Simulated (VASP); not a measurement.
Crystal: Cd.

```
CELL_PARAMETERS angstrom
2.95847 0.00000 0.00000
-1.47924 2.56211 0.00000
0.00000 0.00000 5.88593
ATOMIC_POSITIONS crystal
Cd 0.33333 0.66667 0.25000
Cd 0.66667 0.33333 0.75000
```

| Item | Value |
| --- | --- |
| Program | VASP 6.6.1 |
| Task | relaxation of cell and atoms |
| Functional | PBEsol |
| Potentials or basis | VASP PAW PBE potentials, release 64 (Cd) |
| Cutoff | 600 eV |
| k mesh | 18 × 18 × 8 |
| Occupations | gaussian, width 0.1 eV |
| Spin | no spin polarisation |

At the start: pressure -2.1 GPa; volume 22.31 Å³/atom.

How do energy, volume and symmetry change on relaxing?

Over 9 steps the energy falls by 10.6 meV/atom and the volume is 21.13 Å³/atom (-5.3 %); space group P6_3/mmc (No. 194, to 0.1 Å) before and after.

The path:
| step | energy change (eV) | largest force (eV/Å) | pressure (GPa) | volume (Å³) |
| --- | --- | --- | --- | --- |
| 1 | 0.0000 | 0.0000 | -2.06 | 44.62 |
| 2 | -0.0146 | 0.0000 | 0.07 | 42.79 |
| 3 | -0.0147 | 0.0000 | 0.25 | 42.65 |
| 4 | -0.0195 | 0.0000 | 0.16 | 42.44 |
| 5 | -0.0209 | 0.0000 | 0.08 | 42.29 |
| 6 | -0.0211 | 0.0000 | 0.10 | 42.21 |
| 7 | -0.0211 | 0.0000 | 0.17 | 42.18 |
| 8 | -0.0211 | 0.0000 | -0.12 | 42.36 |
| 9 | -0.0211 | 0.0000 | 0.01 | 42.26 |

Final structure:
```
Cd
1.0
     2.95034    0.00000    0.00000
    -1.47517    2.55507    0.00000
     0.00000    0.00000    5.60536
Cd
2
Direct
  0.33333 0.66667 0.25000
  0.66667 0.33333 0.75000
```

Caveat: the PAW data sets were made with another functional, which shifts forces and pressure a little.
